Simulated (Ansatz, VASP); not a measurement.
One calculation of Ga, two programs

Contents of INCAR:

```
SYSTEM = Ga
PREC = Accurate
ENCUT = 520
EDIFF = 1E-6
ISMEAR = -1
SIGMA = 0.08
LREAL = .False.
LASPH = .True.
NELM = 80
ALGO = Normal
ISIF = 2
LWAVE = .False.
LCHARG = .True.
LELF = .True.
LVHAR = .True.
NBANDS = 20
```

File KPOINTS:

```
Automatic mesh
0
Gamma
  12 12 10
  0 0 0
```

The input POSCAR:

```
Ga
1.0
    1.4355000000     -4.0243500000      0.0000000000
    1.4355000000      4.0243500000      0.0000000000
    0.0000000000      0.0000000000      3.1700000000
Ga
2
Direct
    0.8670000000      0.1330000000      0.2500000000
    0.1330000000      0.8670000000      0.7500000000
```

Input for Ansatz:

```yaml
crystal:
  lattice:
    - [1.4355, -4.02435, 0.0]
    - [1.4355, 4.02435, 0.0]
    - [0.0, 0.0, 3.17]
  atoms:
    - { symbol: Ga, position: [0.867, 0.133, 0.25] }
    - { symbol: Ga, position: [0.133, 0.867, 0.75] }
kpoints:
  mp_grid: { grid: [12, 12, 10] }
  band_path:
    path:
      - [0.0, 0.0, 0.0]
      - [-0.5, 0.5, 0.0]
      - [-0.2818093587, 0.7181906413, 0.0]
      - [0.2818093587, 0.2818093587, 0.0]
      - [0.0, 0.0, 0.0]
      - [0.0, 0.0, 0.5]
      - [0.2818093587, 0.2818093587, 0.5]
      - [-0.2818093587, 0.7181906413, 0.5]
      - [-0.5, 0.5, 0.5]
    npoints: 5
scf:
  occupations: { method: fermi_dirac, width: 0.08 }
hamiltonian:
  xc: lda
  pseudopotentials: { kind: all_electron, lapw: { basis_error: 0.001 } }
output:
  forces: true
  stress: true
  eigenvalues: true
```

Change from the starting cell: equal xx and yy strain of -1 %.

Alike in both runs: task single point; functional LDA; k mesh 12 × 12 × 10; occupations fermi-dirac, width 0.08 eV; no spin polarisation.

|  | VASP | Ansatz |
| --- | --- | --- |
| version | VASP 6.6.1 | Ansatz 0.2.0 |
| potentials or method | VASP PAW LDA potentials, release 64 (Ga_d), cutoff 520 eV | all-electron LAPW, scalar-relativistic |

VASP gave:

| Quantity | Value |
| --- | --- |
| pressure (GPa) | -2.9 |
| traceless stress, the component that is largest in VASP (GPa) | -2.13 |
| rms of the force components (eV/Å) | 0.109 |

Estimate Ansatz's values.

pressure (GPa): -2.9; traceless stress, the component that is largest in VASP (GPa): -2.12; rms of the force components (eV/Å): 0.107.

LDA's correlation is that of Perdew and Zunger in VASP and of Perdew and Wang (1992) in Ansatz. Atom by atom the forces differ by 0.002 eV/Å (rms over components). Ansatz ran all-electron here, and VASP with PAW potentials.
